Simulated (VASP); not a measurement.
A run of VASP 6.6.1 is set up as follows.

File POSCAR:

```
BaB4
1.0
    0.0000000000      3.7717030000      0.0000000000
    3.7717030000      0.0000000000      0.0000000000
    1.8858520000      1.8858520000     -4.4706260000
B Ba
4 1
Direct
    0.7500000000      0.2500000000      0.5000000000
    0.2500000000      0.7500000000      0.5000000000
    0.3770000000      0.3770000000      0.2460000000
    0.6230000000      0.6230000000      0.7540000000
    0.0000000000      0.0000000000      0.0000000000
```

File INCAR.step1:

```
PREC     = Accurate       # precision mode
ENCUT    = 550            # plane-wave cutoff, eV
ISMEAR   = 1              # smearing method
SIGMA    = 0.001          # smearing width, eV
LREAL    = F              # projectors in reciprocal space
LASPH    = T              # aspherical terms in the spheres
NELM     = 120            # most SCF steps
NBANDS   = 19             # bands
GGA      = PE             # functional
ALGO     = Normal         # electronic algorithm
EDIFF    = 1E-5           # SCF threshold, eV
LWAVE    = T              # write WAVECAR
LCHARG   = F              # write CHGCAR
GGA_COMPAT= F
```

Contents of INCAR.step2:

```
PREC     = Accurate       # precision mode
ENCUT    = 550            # plane-wave cutoff, eV
EDIFF    = 1E-6           # SCF threshold, eV
ISMEAR   = 1              # smearing method
SIGMA    = 0.001          # smearing width, eV
LREAL    = F              # projectors in reciprocal space
LASPH    = T              # aspherical terms in the spheres
NELM     = 120            # most SCF steps
ALGO     = Normal         # electronic algorithm
ISIF     = 2              # what is computed and relaxed
LWAVE    = F              # write WAVECAR
LCHARG   = F              # write CHGCAR
METAGGA  = R2SCAN         # meta-GGA
LMIXTAU  = T            
NBANDS   = 19             # bands
ISTART   = 1            
GGA_COMPAT= F
```

File KPOINTS:

```
regular mesh
0
Gamma
  5 5 5
```

Potentials or basis: VASP PAW PBE potentials, release 64 (B, Ba_sv).

Run with:

```sh
$ cat potpaw_PBE.64/B/POTCAR potpaw_PBE.64/Ba_sv/POTCAR > POTCAR
$ cp INCAR.step1 INCAR
$ mpirun -np 1 vasp_std > vasp.out
$ cp INCAR.step2 INCAR
$ mpirun -np 1 vasp_std > vasp.out
```

What does it give for the pressure?

-8.1 GPa.

Estimate the band gap on the k mesh.

zero (bands 11 and 12 overlap by 1.55 eV).

What does it give for the largest force?

1.749 eV/Å.

Stress tensor (GPa, compression positive):
```
 -7.15   0.00   0.00
  0.00  -7.15   0.00
  0.00   0.00 -10.01
```

Caveat: the k points lie up to 0.36 Å⁻¹ apart, too coarse for converged energies and pressures of a metal; the PAW data sets were made with another functional, which shifts forces and pressure a little; spin-orbit coupling is left out, which moves the levels of the heavy elements.
